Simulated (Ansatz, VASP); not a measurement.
## Two plane-wave programs on Sn

File POSCAR:

```
Sn
1.0
    0.0000000000      3.2844597802      3.0896913153
    3.2844597802      0.0000000000      3.0896913153
    3.2844597802      3.2844597802      0.0000000000
Sn
2
Direct
    0.0000000000      0.0000000000      0.0000000000
    0.2500000000      0.2500000000      0.2500000000
```

The input INCAR.step1:

```
SYSTEM = Sn
PREC = Accurate
ENCUT = 550
ISMEAR = -1
SIGMA = 0.02
LREAL = .FALSE.
LASPH = .TRUE.
NELM = 120
NBANDS = 21
GGA = PE
ALGO = Normal
EDIFF = 1E-5
LWAVE = .TRUE.
LCHARG = .FALSE.
GGA_COMPAT = .FALSE.
```

File INCAR.step2:

```
SYSTEM = Sn
PREC = Accurate
ENCUT = 550
EDIFF = 1E-6
ISMEAR = -1
SIGMA = 0.02
LREAL = .FALSE.
LASPH = .TRUE.
NELM = 120
ALGO = Normal
ISIF = 2
LWAVE = .FALSE.
LCHARG = .FALSE.
METAGGA = R2SCAN
LMIXTAU = .TRUE.
NBANDS = 21
ISTART = 1
GGA_COMPAT = .FALSE.
```

Contents of KPOINTS:

```
regular mesh
0
G
  6 6 6
  0 0 0
```

Input for Ansatz:

```yaml
crystal:
  lattice:
    - [0.0, 3.2844597802, 3.0896913153]
    - [3.2844597802, 0.0, 3.0896913153]
    - [3.2844597802, 3.2844597802, 0.0]
  atoms:
    - { symbol: Sn, position: [0.0, 0.0, 0.0] }
    - { symbol: Sn, position: [0.25, 0.25, 0.25] }
kpoints:
  mp_grid: { grid: [6, 6, 6] }
  band_path:
    path:
      - [0.0, 0.0, 0.0]
      - [0.5, 0.0, 0.5]
      - [0.625, 0.25, 0.625]
      - [0.375, 0.375, 0.75]
      - [0.5, 0.5, 0.5]
      - [0.5, 0.25, 0.75]
      - [-0.030599, -0.003825, -0.034424]
      - [0.0, 0.0, 0.5]
    npoints: 1
hamiltonian:
  xc: r2scan
scf:
  occupations: { method: fermi_dirac, width: 0.02 }
  n_extra_bands: 4
output:
  forces: true
  stress: true
  eigenvalues: true
```

Change from the starting cell: uniaxial_z strain -5.9%.

Alike in both runs: task single point; functional r2SCAN; k mesh 6 × 6 × 6; occupations fermi-dirac, width 0.02 eV; no spin polarisation.

```csv
,VASP,Ansatz
version,VASP 6.6.1,Ansatz 0.2.0
potentials or method,"VASP PAW PBE potentials, release 64 (Sn_d)","plane waves, PAW"
plane-wave cutoff (eV),550,500
valence electrons in the cell,28,28
```

|  | VASP | Ansatz | Ansatz less VASP |
| --- | --- | --- | --- |
| pressure (GPa) | 3.0 | 3.0 | +0.03 |
| traceless stress, the component that is largest in VASP (GPa) | 1.27 | 1.27 | +0.004 |

VASP's potentials were made for PBE, not for r2SCAN. The functional is the same, so the differences come from potentials, cutoffs and numerics.
